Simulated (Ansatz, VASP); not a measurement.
**Al in VASP and in Ansatz**

The input INCAR:

```
SYSTEM = Al
PREC = Accurate ; ENCUT = 520
EDIFF = 1E-7 ; ISMEAR = -1
SIGMA = 0.1 ; LREAL = .False.
LASPH = .True. ; NELM = 60
ALGO = Normal ; ISIF = 2
LWAVE = .False. ; LCHARG = .True.
GGA = RP ; LELF = .True.
LVHAR = .True. ; NBANDS = 14
```

The input KPOINTS:

```
regular mesh
0
Gamma
  14 14 4
  0 0 0
```

POSCAR

```
Al
1.0
    2.8633085749      0.0000000000      0.0000000000
   -1.4316542875      2.4796979648      0.0000000000
    0.0000000000      0.0000000000      9.5016109238
Al
4
Direct
    0.0000000000      1.0000000000      0.0000000000
    0.0000000000      1.0000000000      0.5000000000
    0.3333333333      0.6666666667      0.2500000000
    0.6666666667      0.3333333333      0.7500000000
```

Input for Ansatz:

```yaml
crystal:
  lattice:
    - [2.8633085749, 0.0, 0.0]
    - [-1.4316542875, 2.4796979648, 0.0]
    - [0.0, 0.0, 9.5016109238]
  atoms:
    - { symbol: Al, position: [0.0, 1.0, 0.0] }
    - { symbol: Al, position: [0.0, 1.0, 0.5] }
    - { symbol: Al, position: [0.3333333333, 0.6666666667, 0.25] }
    - { symbol: Al, position: [0.6666666667, 0.3333333333, 0.75] }
hamiltonian:
  xc: rpbe
  pseudopotentials:
    kind: paw
    azcp:
      Al: "pseudopotentials/Al.paw.azcp"
basis:
  ecutwfc: 420
  fft_grid_basis: typed
kpoints:
  mp_grid: { grid: [14, 14, 4], shift: [0, 0, 0] }
magnetization:
  spin_polarized: false
scf:
  occupations: { method: fermi_dirac, width: 0.1 }
  lower_state_search: "off"
output:
  stress: true
```

Alike in both runs: task single point; functional RPBE; k mesh 14 × 14 × 4; occupations fermi-dirac, width 0.1 eV; no spin polarisation.

```csv
,VASP,Ansatz
version,VASP 6.6.1,Ansatz 0.2.0
potentials or method,"VASP PAW PBE potentials, release 64 (Al), cutoff 520 eV","plane waves (420 eV) with PAW, scalar-relativistic"
valence electrons in the cell,12,12
```

VASP gave:

- pressure (GPa): -0.2
- traceless stress, the component that is largest in VASP (GPa): 0.22

Task: Estimate Ansatz's values.

Result: Pressure (GPa): 0.0; traceless stress, the component that is largest in VASP (GPa): 0.21.

VASP's potentials were made for PBE, not for RPBE. The functional is the same, so the differences come from potentials, cutoffs and numerics.
